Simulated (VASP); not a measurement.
Set up this calculation in VASP 6.6.1, as the native input.

| Item | Value |
| --- | --- |
| Task | single point |
| Functional | PBE |
| Potentials or basis | VASP PAW PBE potentials, release 64 (O, C) |
| Cutoff | 520 eV |
| k mesh | 5 × 5 × 5 |
| Occupations | fermi-dirac, width 0.05 eV |
| Spin | no spin polarisation |
| Dipole correction | no |
| Further INCAR settings | ALGO = Normal; EDIFF = 1e-06; NBANDS = 44 |

The structure of CO2 lies in POSCAR:

```
CO2
1.0
    5.6200000000      0.0000000000      0.0000000000
    0.0000000000      5.6200000000      0.0000000000
    0.0000000000      0.0000000000      5.6200000000
O C
8 4
Direct
    0.1670000000      0.3330000000      0.6670000000
    0.3330000000      0.6670000000      0.1670000000
    0.6670000000      0.1670000000      0.3330000000
    0.8330000000      0.8330000000      0.8330000000
    0.8330000000      0.6670000000      0.3330000000
    0.6670000000      0.3330000000      0.8330000000
    0.3330000000      0.8330000000      0.6670000000
    0.1670000000      0.1670000000      0.1670000000
    0.0000000000      0.5000000000      0.5000000000
    0.5000000000      0.5000000000      0.0000000000
    0.5000000000      0.0000000000      0.5000000000
    0.0000000000      0.0000000000      0.0000000000
```

These files were run (other wordings do the same):

INCAR

```
SYSTEM = CO2
  PREC = Accurate
  ENCUT = 520
  EDIFF = 1E-6
  ISMEAR = -1
  SIGMA = 0.05
  LREAL = .False.
  LASPH = .True.
  NELM = 100
  ALGO = Normal
  ISIF = 2
  LWAVE = .False.
  LCHARG = .False.
  GGA = PE
  NBANDS = 44
```

KPOINTS

```
regular mesh
0
Gamma
  5 5 5
  0 0 0
```

Potentials or basis: VASP PAW PBE potentials, release 64 (O, C).

Run with:

```sh
$ cat potpaw_PBE.64/O/POTCAR potpaw_PBE.64/C/POTCAR > POTCAR
$ mpirun -np 1 vasp_std > vasp.out
```

It gave:

- Pressure: -37.7 GPa
- Largest force: 9.885 eV/Å
- Band gap on the k mesh: 1.24 eV

Caveat: the cell stands under tension; this functional lacks dispersion, which holds the molecules together, so the pressure and a relaxed volume are unreliable; an odd mesh through Γ misses points on the zone boundary, where band edges can lie; forces of over 1 eV/Å act on the atoms, so gaps and moduli don't describe the material at rest.

Wall time 100 s on 1 thread of AMD EPYC 7R13, on a shared host, peak memory 0.24 GiB.
